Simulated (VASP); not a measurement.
Pd:

```
CELL_PARAMETERS angstrom
0.00000 1.97371 1.97371
1.97371 0.00000 1.97371
1.97371 1.97371 0.00000
ATOMIC_POSITIONS crystal
Pd 0.00000 0.00000 0.00000
```

Base run:

```yaml
Program: VASP 6.6.1
Functional: PBE
Potentials_or_basis: VASP PAW PBE potentials, release 64 (Pd)
Cutoff: 520 eV
k_mesh: 14 × 14 × 14
Occupations: methfessel-paxton, width 0.03 eV
Spin: collinear spin, ferromagnetic start
Starting_moments: "[0.288] μB"
```

Its results: pressure -0.3 GPa; net moment 0.46 μB per cell.

**Question.** The run is repeated on the same cell with these changes: occupations from methfessel-paxton, width 0.03 eV to methfessel-paxton, width 0.6 eV. What comes out?

**Answer.** Pressure -0.6 GPa; net moment 0.00 μB per cell.
